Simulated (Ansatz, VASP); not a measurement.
One calculation of WSe2, two programs

File INCAR:

```
SYSTEM = WSe2
  PREC = Accurate
  ENCUT = 520
  EDIFF = 1E-6
  ISMEAR = 0
  SIGMA = 0.05
  LREAL = .False.
  LASPH = .True.
  NELM = 100
  ALGO = Normal
  ISIF = 2
  LWAVE = .False.
  LCHARG = .False.
  GGA = PE
  IVDW = 12
  NBANDS = 20
```

KPOINTS

```
regular mesh
0
Gamma
  9 9 4
  0 0 0
```

POSCAR

```
WSe2
1.0
    3.2329475091      0.0000000000      0.0000000000
   -1.6164737546      2.7998146720      0.0000000000
    0.0000000000      0.0000000000      7.2065632926
W Se
1 2
Direct
    0.0000000000      0.0000000000      0.0000000000
    0.3333333333      0.6666666667      0.2286623833
    0.3333333333      0.6666666667      0.7713376167
```

Input for Ansatz:

```yaml
crystal:
  lattice:
    - [3.2329475091, 0.0, 0.0]
    - [-1.6164737546, 2.799814672, 0.0]
    - [0.0, 0.0, 7.2065632926]
  atoms:
    - { symbol: W, position: [0.0, 0.0, 0.0] }
    - { symbol: Se, position: [0.3333333333, 0.6666666667, 0.2286623833] }
    - { symbol: Se, position: [0.3333333333, 0.6666666667, 0.7713376167] }
basis:
  ecutwfc: 420
kpoints:
  mp_grid: { grid: [9, 9, 4] }
hamiltonian:
  xc: pbe
  pseudopotentials: { kind: paw, azcp: { folder: soft_1 } }
  dispersion: d3bj
scf:
  occupations: { method: gaussian, width: 0.05 }
output:
  forces: true
  stress: true
  eigenvalues: true
```

Alike in both runs: task single point; functional PBE; dispersion D3(BJ); k mesh 9 × 9 × 4; occupations gaussian, width 0.05 eV; no spin polarisation.

|  | VASP | Ansatz |
| --- | --- | --- |
| version | VASP 6.6.1 | Ansatz 0.2.0 |
| potentials or method | VASP PAW PBE potentials, release 64 (W_sv, Se), cutoff 520 eV | scalar-relativistic, plane waves, PAW |
| valence electrons in the cell | 26 | 46 |

Ansatz gave:

* gap on the k mesh at the Fermi level (eV): 1.53
* least direct gap on the mesh (eV): 1.73
* pressure (GPa): 6.8
* traceless stress, the component that is largest in VASP (GPa): 0.77
* rms of the force components (eV/Å): 0.523

Q: Which values does VASP return?

A: gap on the k mesh at the Fermi level (eV): 1.54; least direct gap on the mesh (eV): 1.73; pressure (GPa): 7.1; traceless stress, the component that is largest in VASP (GPa): 0.86; rms of the force components (eV/Å): 0.551.

Atom by atom the forces differ by 0.028 eV/Å (rms over components). VASP's potentials hold 26 valence electrons a cell and Ansatz's 46, so a difference there can come from the potentials and not from the codes.

Spin-orbit coupling is off throughout.
